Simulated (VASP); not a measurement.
# ScSiS3 (Pm-3m) in VASP: further runs

Runs on ScSiS3. Level: PBE. Tasks: single point, relaxation of cell and atoms.

All numbers are computed with VASP 6.6.1; they aren't measurements. Logs are shortened: lines on timing, memory, paths and dates and some standing lists are left out, and cuts for length are marked.

## (1) The cell of the first run

It takes space group Pm-3m (No. 221, cubic). Conventional cell: a = 4.018 Å, b = 4.018 Å, c = 4.018 Å, α = 90.00°, β = 90.00°, γ = 90.00°. Sc (site symmetry m-3m) has 6 S at 2.01 Å within 2.7 Å. Si (site symmetry m-3m) has 12 S at 2.84 Å and 8 Sc at 3.48 Å within 3.7 Å. Within 2.7 Å of S (site symmetry 4/mmm) lie 2 Sc at 2.01 Å.

## (2) Single point, PBE

INCAR reads:

```
SYSTEM = ScSiS3
ALGO     = Normal         ! electronic algorithm
EDIFF    = 1E-7           ! SCF threshold, eV
ENCUT    = 520            ! plane-wave cutoff, eV
GGA      = PE             ! functional
ISIF     = 2              ! what is computed and relaxed
ISMEAR   = 0              ! smearing method
LASPH    = .TRUE.         ! aspherical terms in the spheres
LCHARG   = .FALSE.        ! write CHGCAR
LREAL    = .FALSE.        ! projectors in reciprocal space
LWAVE    = .FALSE.        ! write WAVECAR
NBANDS   = 24             ! bands
NELM     = 100            ! most SCF steps
PREC     = Accurate       ! precision mode
SIGMA    = 0.1            ! smearing width, eV
```

KPOINTS reads:

```
k-points
0
G
  4 4 4
  0 0 0
```

POSCAR reads:

```
ScSiS3
1.0
    4.0180456800      0.0000000000      0.0000000000
    0.0000000000      4.0180456800      0.0000000000
    0.0000000000      0.0000000000      4.0180456800
Sc Si S
1 1 3
Direct
    0.0000000000      0.0000000000      0.0000000000
    0.5000000000      0.5000000000      0.5000000000
    0.5000000000      0.0000000000      0.0000000000
    0.0000000000      0.5000000000      0.0000000000
    0.0000000000      0.0000000000      0.5000000000
```

Potentials or basis: VASP PAW PBE potentials, release 64 (Sc_sv, Si, S).

Launch:

```console
cat potpaw_PBE.64/Sc_sv/POTCAR potpaw_PBE.64/Si/POTCAR potpaw_PBE.64/S/POTCAR > POTCAR
mpirun -np 1 vasp_std > vasp.out
```

OUTCAR:

```text
SYSTEM = ScSiS3
   EDIFF = 1E-7
   ENCUT = 520
   GGA = PE
   ISIF = 2
   ISMEAR = 0
   LASPH = .TRUE.
   LREAL = .FALSE.
   NELM = 100
   PREC = Accurate

 ion  position               nearest neighbor table
   1  0.000  0.000  0.000-   3 2.01   4 2.01   5 2.01   5 2.01   4 2.01   3 2.01
   2  0.500  0.500  0.500-   3 2.84   4 2.84   5 2.84   3 2.84   4 2.84   3 2.84   5 2.84   3 2.84
                             4 2.84   5 2.84   4 2.84   5 2.84
   3  0.500  0.000  0.000-   1 2.01   1 2.01   2 2.84   2 2.84   2 2.84   2 2.84
   4  0.000  0.500  0.000-   1 2.01   1 2.01   2 2.84   2 2.84   2 2.84   2 2.84
   5  0.000  0.000  0.500-   1 2.01   1 2.01   2 2.84   2 2.84   2 2.84   2 2.84

  LATTYP: Found a simple cubic cell.
 ALAT       =     4.0180456800

  Lattice vectors:

 A1 = (   4.0180456800,   0.0000000000,   0.0000000000)
 A2 = (   0.0000000000,   4.0180456800,   0.0000000000)
 A3 = (   0.0000000000,   0.0000000000,   4.0180456800)

Analysis of symmetry for initial positions (statically):
=====================================================================
 Subroutine PRICEL returns:
 Original cell was already a primitive cell.

 Routine SETGRP: Setting up the symmetry group for a
 simple cubic supercell.

 Subroutine GETGRP returns: Found 48 space group operations
 (whereof 48 operations were pure point group operations)
 out of a pool of 48 trial point group operations.

The static configuration has the point symmetry O_h .

Analysis of symmetry for dynamics (positions and initial velocities):
=====================================================================
 Subroutine PRICEL returns:
 Original cell was already a primitive cell.

 Routine SETGRP: Setting up the symmetry group for a
 simple cubic supercell.

 Subroutine GETGRP returns: Found 48 space group operations
 (whereof 48 operations were pure point group operations)
 out of a pool of 48 trial point group operations.

The dynamic configuration has the point symmetry O_h .

 Subroutine INISYM returns: Found 48 space group operations
 (whereof 48 operations are pure point group operations),
 and found     1 'primitive' translations

----------------------------------------------------------------------------------------

                                     Primitive cell

  volume of cell :      64.8701

[... 79 lines left out ...]
   EDIFF  = 0.1E-06   stopping-criterion for ELM
   LREAL  =      F    real-space projection
   EDIFFG = 0.1E-05   stopping-criterion for IOM
   NSW    =      0    number of steps for IOM
   IBRION =     -1    ionic relax: 0-MD 1-quasi-New 2-CG
   NFREE  =      0    steps in history (QN), initial steepest desc. (CG)
   ISIF   =      2    stress and relaxation
   ISYM   =      2    0-nonsym 1-usesym 2-fastsym
   POTIM  = 0.5000    time-step for ionic-motion
   TEBEG  =    0.0;   TEEND  =   0.0 temperature during run
   PSTRESS=    0.0 pullay stress
   NELECT =      33.0000    total number of electrons
   NUPDOWN=      -1.0000    fix difference up-down
   EMIN   =  10.00;   EMAX   =-10.00  energy-range for DOS
   EFERMI =   0.00;   METHOD = LEGACY
   ISMEAR =     0;   SIGMA  =   0.10  broadening in eV -4-tet -1-fermi 0-gaus
   EFERMI_NEDOS =   21; number of points for ismear=-14 and -15
   IALGO  =     38    algorithm
   IMIX   =      4    mixing-type and parameters
     AMIX     =   0.40;   BMIX     =  1.00
     AMIX_MAG =   1.60;   BMIX_MAG =  1.00
  volume/ion in A,a.u.               =      12.97        87.55
  Fermi-wavevector in a.u.,A,eV,Ry     =   1.306867  2.469620 23.237396  1.707900
  Thomas-Fermi vector in A             =   2.437640
   LORBIT       =      0    0 simple, 1 ext, 2 COOP (PROOUT), +10 PAW based schemes
   GGA     = PE    functional components
   LHFCALC =     F    Hartree Fock is set to
   AEXX    =    0.0000 exact exchange contribution
   IVDW    =     0    specifies the selected vdW correction
   LEPSILON=     F    determine dielectric tensor
   LRPA    =     F    only Hartree local field effects (RPA)
 non-spin polarized calculation
 Gauss-broadening in eV      SIGMA  =   0.10
  energy-cutoff  :      520.00
  volume of cell :       64.87
 maximum number of plane-waves:      1763
 NGX is ok and might be reduce to    30
   NGX = 15   NGY = 15   NGZ = 15

 number of electron      33.0000007 magnetization

 Free energy of the ion-electron system (eV)
  ---------------------------------------------------
  ext. energy  EPLUGINS =         0.00000000
  ---------------------------------------------------
  free energy    TOTEN  =       -13.96876791 eV

  energy without entropy =      -13.96609434  energy(sigma->0) =      -13.96743113

 E-fermi :   9.8559     XC(G=0): -11.9179

 val. band max:        9.3735262993   @ k =   0.5000   0.2500   0.2500
 cond. band min:       9.8893010147   @ k =   0.0000   0.0000   0.0000
 fundamental gap:      0.5157747154
 Fermi energy:         9.8558780361

 k-point     1 :       0.0000    0.0000    0.0000
  band No.  band energies     occupation
      1     -37.0564      2.00000
      2     -16.5601      2.00000
      3     -16.5601      2.00000
      4     -16.5601      2.00000
      5      -6.3289      2.00000
      6      -2.9753      2.00000
[... 259 lines left out ...]
     23      17.5430      0.00000
     24      18.1062      0.00000

------------------------ aborting loop because EDIFF is reached ----------------------------------------

  FORCE on cell =-STRESS in cart. coord.  units (eV):
  Direction    XX          YY          ZZ          XY          YZ          ZX
  --------------------------------------------------------------------------------------
  -------------------------------------------------------------------------------------
  Total       41.5861008     41.5861008     41.5861008      0.0000000      0.0000000      0.0000000
  in kB     1027.1034195   1027.1034195   1027.1034195      0.0000000      0.0000000      0.0000000
  external PRESSURE =    1027.1034195 kB  Pullay stress =       0.0000000 kB

 VOLUME and BASIS-vectors are now :
 -----------------------------------------------------------------------------
  energy-cutoff  :      520.00
  volume of cell :       64.87
      direct lattice vectors                 reciprocal lattice vectors
     4.018045680  0.000000000  0.000000000     0.248877210  0.000000000  0.000000000
     0.000000000  4.018045680  0.000000000     0.000000000  0.248877210  0.000000000
     0.000000000  0.000000000  4.018045680     0.000000000  0.000000000  0.248877210

 POSITION                                       TOTAL-FORCE (eV/Angst)
 -----------------------------------------------------------------------------------
      0.00000      0.00000      0.00000         0.000000      0.000000      0.000000
      2.00902      2.00902      2.00902         0.000000      0.000000      0.000000
      2.00902      0.00000      0.00000         0.000000      0.000000      0.000000
      0.00000      2.00902      0.00000         0.000000      0.000000      0.000000
      0.00000      0.00000      2.00902         0.000000      0.000000      0.000000
 -----------------------------------------------------------------------------------
    total drift:                               -0.000000     -0.000000      0.000000

  FREE ENERGIE OF THE ION-ELECTRON SYSTEM (eV)
  ---------------------------------------------------
  free  energy   TOTEN  =       -13.9687679125 eV

  energy  without entropy=      -13.9660943408  energy(sigma->0) =      -13.96743113
```

OSZICAR:

```text
N       E                     dE             d eps       ncg     rms          rms(c)
DAV:   1     0.303525894968E+03    0.30353E+03   -0.14271E+04   480   0.135E+03
DAV:   2     0.175080812060E+02   -0.28602E+03   -0.27000E+03   480   0.378E+02
DAV:   3    -0.147875878317E+02   -0.32296E+02   -0.29636E+02   712   0.109E+02
DAV:   4    -0.161011761807E+02   -0.13136E+01   -0.13091E+01   680   0.250E+01
DAV:   5    -0.161278940232E+02   -0.26718E-01   -0.26713E-01   648   0.288E+00    0.476E+01
DAV:   6    -0.141394446018E+02    0.19884E+01   -0.24569E+00   672   0.830E+00    0.276E+01
DAV:   7    -0.140218913515E+02    0.11755E+00   -0.16671E+00   608   0.829E+00    0.332E+00
DAV:   8    -0.139672331402E+02    0.54658E-01   -0.30292E-01   576   0.371E+00    0.167E+00
DAV:   9    -0.139689725390E+02   -0.17394E-02   -0.21799E-02   648   0.901E-01    0.284E-01
DAV:  10    -0.139687713729E+02    0.20117E-03   -0.11629E-03   688   0.275E-01    0.185E-01
DAV:  11    -0.139687799395E+02   -0.85666E-05   -0.18806E-04   680   0.114E-01    0.559E-02
DAV:  12    -0.139687678753E+02    0.12064E-04   -0.38480E-05   696   0.411E-02    0.137E-02
DAV:  13    -0.139687679945E+02   -0.11922E-06   -0.48631E-06   568   0.151E-02    0.240E-03
DAV:  14    -0.139687679125E+02    0.82006E-07   -0.42825E-07   632   0.621E-03
   1 F= -.13968768E+02 E0= -.13967431E+02  d E =-.267357E-02
```

It took 29 s on 1 thread of AMD EPYC 7R13, shared host; peak memory 0.14 GiB.

What came out:

```
Free energy : -13.9688 eV
Pressure    : 102.7 GPa
```

Levels at points of the mesh, in eV from the Fermi level:
```tsv
k point	band 14	band 15	band 16	band 17	band 18	band 19
(0.00, 0.00, 0.00)	-1.72	0.03	0.03	0.03	1.10	1.10
(0.50, 0.00, 0.00)	-3.45	0.20	0.40	0.48	0.89	0.89
(0.50, 0.50, 0.00)	-4.15	-2.92	-0.88	-0.48	1.04	4.25
(0.50, 0.50, 0.50)	-4.50	1.23	1.23	1.23	3.28	3.28
```

Caveat: the k points lie up to 0.39 Å⁻¹ apart.

## (3) Single point, PBE

This run uses another cell than the first one, of 23.31 Å³/atom, 1.796 times its volume.

INCAR reads:

```
SYSTEM = ScSiS3
PREC = Accurate
ENCUT = 520
EDIFF = 1E-6
ISMEAR = 0
SIGMA = 0.1
LREAL = .FALSE.
LASPH = .TRUE.
NELM = 60
ALGO = Normal
ISIF = 2
LWAVE = .FALSE.
LCHARG = .FALSE.
GGA = PE
NBANDS = 24
```

KPOINTS reads:

```
regular mesh
0
G
  4 4 4
  0 0 0
```

Changes to POSCAR since step 2:

```diff
@@ -2,5 +2,5 @@
 1.0
-    4.0180456800      0.0000000000      0.0000000000
-    0.0000000000      4.0180456800      0.0000000000
-    0.0000000000      0.0000000000      4.0180456800
+    4.8845378659      0.0000000000      0.0000000000
+    0.0000000000      4.8845378659      0.0000000000
+    0.0000000000      0.0000000000      4.8845378659
 Sc Si S
```

Potentials or basis: VASP PAW PBE potentials, release 64 (Sc_sv, Si, S).

Launch:

```console
cat potpaw_PBE.64/Sc_sv/POTCAR potpaw_PBE.64/Si/POTCAR potpaw_PBE.64/S/POTCAR > POTCAR
mpirun -np 1 vasp_std > vasp.out
```

Run time: 44 s. Hardware: 1 thread of AMD EPYC 7R13, shared host; peak memory 0.18 GiB.

It converged, with:

```
Free energy : -24.6647 eV
Pressure    : 0.3 GPa
```

Levels at points of the mesh, in eV from the Fermi level:
```csv
k point,band 15,band 16,band 17,band 18,band 19,band 20
"(0.00, 0.00, 0.00)",-0.16,-0.16,-0.16,2.26,2.26,2.26
"(0.50, 0.00, 0.00)",-0.77,-0.03,-0.03,0.51,1.65,1.65
"(0.50, 0.50, 0.00)",-1.71,-1.50,0.56,0.62,2.16,2.16
"(0.50, 0.50, 0.50)",0.67,0.67,0.67,2.18,2.18,2.18
```

## (4) Relaxation of cell and atoms, PBE

INCAR reads:

```
SYSTEM = ScSiS3
  PREC = Accurate
  ENCUT = 600
  EDIFF = 1E-6
  ISMEAR = 0
  SIGMA = 0.1
  LREAL = .FALSE.
  LASPH = .TRUE.
  NELM = 60
  ALGO = Normal
  ISIF = 3
  LWAVE = .FALSE.
  LCHARG = .FALSE.
  GGA = PE
  IBRION = 2
  NSW = 90
  EDIFFG = -0.04
```

KPOINTS is that of step 3.

Changes to POSCAR since step 3:

```diff
@@ -2,5 +2,5 @@
 1.0
-    4.8845378659      0.0000000000      0.0000000000
-    0.0000000000      4.8845378659      0.0000000000
-    0.0000000000      0.0000000000      4.8845378659
+    4.0180456800      0.0000000000      0.0000000000
+    0.0000000000      4.0180456800      0.0000000000
+    0.0000000000      0.0000000000      4.0180456800
 Sc Si S
```

Launch:

```console
cat potpaw_PBE.64/Sc_sv/POTCAR potpaw_PBE.64/Si/POTCAR potpaw_PBE.64/S/POTCAR > POTCAR
mpirun -np 1 vasp_std > vasp.out
```

It took 1.7 min on 1 thread of AMD EPYC 7R13, shared host; peak memory 0.16 GiB.

Results (log left out):

| Quantity | Value |
| --- | --- |
| Free energy | -24.6482 eV |
| Relaxed volume | 23.46 Å³/atom |
| Relaxed cell | a = 4.895 Å, b = 4.895 Å, c = 4.895 Å, α = 90.00°, β = 90.00°, γ = 90.00° |
| Space group after relaxing (to 0.05 Å) | Pm-3m (No. 221) |
| Energy gained by relaxing | 2135.6 meV/atom |
| Ionic steps | 3 |
| Pressure after relaxing | 0.0 GPa |

Step by step:
```tsv
step	energy change (eV)	largest force (eV/Å)	pressure (GPa)	volume (Å³)
1	0.0000	0.0000	102.76	64.87
2	-7.8286	0.0000	-10.30	178.55
3	-10.6782	0.0000	-0.04	117.28
```

Final structure:
```cif
data_structure
_symmetry_space_group_name_H-M 'P 1'
_symmetry_Int_Tables_number 1
_cell_length_a 4.8949
_cell_length_b 4.8949
_cell_length_c 4.8949
_cell_angle_alpha 90.000
_cell_angle_beta 90.000
_cell_angle_gamma 90.000
_cell_volume 117.28
loop_
_atom_site_label
_atom_site_type_symbol
_atom_site_fract_x
_atom_site_fract_y
_atom_site_fract_z
_atom_site_occupancy
Sc1 Sc 0.00000 0.00000 0.00000 1
Si1 Si 0.50000 0.50000 0.50000 1
S1 S 0.50000 0.00000 0.00000 1
S2 S 0.00000 0.50000 0.00000 1
S3 S 0.00000 0.00000 0.50000 1
```

Levels at points of the mesh, in eV from the Fermi level:
```csv
k point,band 14,band 15,band 16,band 17,band 18,band 19,band 20
"(0.00, 0.00, 0.00)",-0.54,-0.16,-0.16,-0.16,2.26,2.48,2.48
"(0.50, 0.00, 0.00)",-1.06,-0.78,-0.03,-0.03,0.51,1.64,1.64
"(0.50, 0.50, 0.00)",-1.69,-1.69,-1.50,0.55,0.62,2.14,2.14
"(0.50, 0.50, 0.50)",-2.29,0.66,0.66,0.66,2.16,2.16,2.16
```

Caveat: the k points lie up to 0.32 Å⁻¹ apart in the final cell; the volume moved by over 15 % at a fixed basis, so the end points are rough.

## (5) Single point, PBE

This run uses another cell than the first one, of 23.29 Å³/atom, 1.795 times its volume.

INCAR reads:

```
  PREC = Accurate
  ENCUT = 520
  EDIFF = 1E-6
  ISMEAR = 0
  SIGMA = 0.1
  LREAL = False
  LASPH = True
  NELM = 60
  ALGO = Normal
  ISIF = 2
  LWAVE = False
  LCHARG = False
  GGA = PE
  NBANDS = 24
```

KPOINTS reads:

```
Automatic mesh
0
Gamma
  8 8 8
```

Changes to POSCAR since step 4:

```diff
@@ -2,5 +2,5 @@
 1.0
-    4.0180456800      0.0000000000      0.0000000000
-    0.0000000000      4.0180456800      0.0000000000
-    0.0000000000      0.0000000000      4.0180456800
+    4.8833169939      0.0000000000      0.0000000000
+    0.0000000000      4.8833169939      0.0000000000
+    0.0000000000      0.0000000000      4.8833169939
 Sc Si S
```

Launch:

```console
cat potpaw_PBE.64/Sc_sv/POTCAR potpaw_PBE.64/Si/POTCAR potpaw_PBE.64/S/POTCAR > POTCAR
mpirun -np 1 vasp_std > vasp.out
```

It took 2.6 min on 1 thread of AMD EPYC 7R13, shared host; peak memory 0.23 GiB.

It converged, with:

```
Free energy : -24.7647 eV
Pressure    : 0.1 GPa
```

Levels at points of the mesh, in eV from the Fermi level:
```tsv
k point	band 13	band 14	band 15	band 16	band 17	band 18	band 19	band 20	band 21	band 22
(0.00, 0.00, 0.00)	-0.60	-0.60	-0.20	-0.20	-0.20	2.23	2.23	2.23	2.48	2.48
(0.50, 0.00, 0.00)	-2.16	-1.13	-0.82	-0.08	-0.08	0.49	1.62	1.62	2.35	3.97
(0.50, 0.50, 0.00)	-2.13	-1.75	-1.75	-1.54	0.53	0.57	2.13	2.13	4.12	4.12
(0.50, 0.50, 0.50)	-2.34	-2.34	0.62	0.62	0.62	2.16	2.16	2.16	4.97	4.97
```

## (6) Relaxation of cell and atoms, PBE

This run uses another cell than the first one, of 23.31 Å³/atom, 1.796 times its volume.

INCAR reads:

```
PREC = Accurate
ENCUT = 600
EDIFF = 1E-7
ISMEAR = 0
SIGMA = 0.1
LREAL = False
LASPH = True
NELM = 100
ALGO = Normal
ISIF = 3
LWAVE = False
LCHARG = False
GGA = PE
IBRION = 2
NSW = 100
EDIFFG = -0.01
```

KPOINTS is that of step 5.

Changes to POSCAR since step 5:

```diff
@@ -2,5 +2,5 @@
 1.0
-    4.8833169939      0.0000000000      0.0000000000
-    0.0000000000      4.8833169939      0.0000000000
-    0.0000000000      0.0000000000      4.8833169939
+    4.8845378659      0.0000000000      0.0000000000
+    0.0000000000      4.8845378659      0.0000000000
+    0.0000000000      0.0000000000      4.8845378659
 Sc Si S
```

Potentials or basis: VASP PAW PBE potentials, release 64 (Sc_sv, Si, S).

Launch:

```console
cat potpaw_PBE.64/Sc_sv/POTCAR potpaw_PBE.64/Si/POTCAR potpaw_PBE.64/S/POTCAR > POTCAR
mpirun -np 1 vasp_std > vasp.out
```

Run time: 4.7 min. Hardware: 1 thread of AMD EPYC 7R13, shared host; peak memory 0.28 GiB.

Results (log left out):

| Property | Result |
| --- | --- |
| Free energy | -24.7653 eV |
| Relaxed volume | 23.36 Å³/atom |
| Relaxed cell | a = 4.888 Å, b = 4.888 Å, c = 4.888 Å, α = 90.00°, β = 90.00°, γ = 90.00° |
| Space group after relaxing (to 0.05 Å) | Pm-3m (No. 221) |
| Energy gained by relaxing | 0.0 meV/atom |
| Ionic steps | 2 |
| Pressure after relaxing | 0.0 GPa |

Final structure:
```xyz
5
Lattice="4.8882 0.0000 0.0000 0.0000 4.8882 0.0000 0.0000 0.0000 4.8882" Properties=species:S:1:pos:R:3 pbc="T T T"
Sc    0.0000    0.0000    0.0000
Si    2.4441    2.4441    2.4441
S     2.4441    0.0000    0.0000
S     0.0000    2.4441    0.0000
S     0.0000    0.0000    2.4441
```

Levels at points of the mesh, in eV from the Fermi level:
```
           k point  band 14  band 15  band 16  band 17  band 18  band 19  band 20
(0.00, 0.00, 0.00)    -0.60    -0.20    -0.20    -0.20     2.23     2.23     2.23
(0.50, 0.00, 0.00)    -1.12    -0.82    -0.08    -0.08     0.48     1.62     1.62
(0.50, 0.50, 0.00)    -1.75    -1.75    -1.54     0.53     0.57     2.12     2.12
(0.50, 0.50, 0.50)    -2.34     0.61     0.61     0.61     2.15     2.15     2.15
```

## (7) Overview

| task | cell | k mesh | cutoff (eV) | gap on the mesh (eV) | pressure (GPa) | relaxed volume (Å³/atom) |
| --- | --- | --- | --- | --- | --- | --- |
| single point | a = 4.018 Å, 5 atoms | 4 × 4 × 4 | 520 | none | 102.7 | - |
| single point | a = 4.885 Å, 5 atoms | 4 × 4 × 4 | 520 | none | 0.3 | - |
| relaxation of cell and atoms | relaxed from a = 4.018 Å, 5 atoms | 4 × 4 × 4 | 600 | none | 0.0 | 23.46 |
| single point | a = 4.883 Å, 5 atoms | 8 × 8 × 8 | 520 | none | 0.1 | - |
| relaxation of cell and atoms | relaxed from a = 4.885 Å, 5 atoms | 8 × 8 × 8 | 600 | none | 0.0 | 23.36 |

Alike in all rows: level PBE; potentials or basis VASP PAW PBE potentials, release 64 (Sc_sv, Si, S); no spin polarisation; smearing gaussian 0.1 eV.

Caveats: some runs use coarse meshes; the volume moved by over 15 % at a fixed basis, so the end points are rough (some runs).

Absolute energies hang on the potentials; compare differences alone.
